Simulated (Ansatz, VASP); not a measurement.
One calculation of V, two programs

```xyz
1
Lattice="-1.5584 1.5584 1.5130 1.5584 -1.5584 1.5130 1.5584 1.5584 -1.5130" Properties=species:S:1:pos:R:3 pbc="T T T"
V     0.0000    0.0000    0.0000
```

Change from the starting cell: strain +0.030 along x and y, +0.000 along z, atoms carried along.

Alike in both runs: task single point; functional PBE; k mesh 22 × 22 × 22; occupations gaussian, width 0.15 eV; no spin polarisation.

```csv
,VASP,Ansatz
version,VASP 6.6.1,Ansatz 0.2.0
potentials or method,"VASP PAW PBE potentials, release 64 (V_sv), cutoff 520 eV","scalar-relativistic, plane waves, PAW"
valence electrons in the cell,13,13
```

```csv
,VASP,Ansatz,Ansatz less VASP
gap on the k mesh at the Fermi level (eV),none,none,-
pressure (GPa),-13.2,-13.4,-0.16
"traceless stress, the component that is largest in VASP (GPa)",1.87,1.88,+0.008
```

A gap of «none» marks a metal or a gap that the smearing closes.
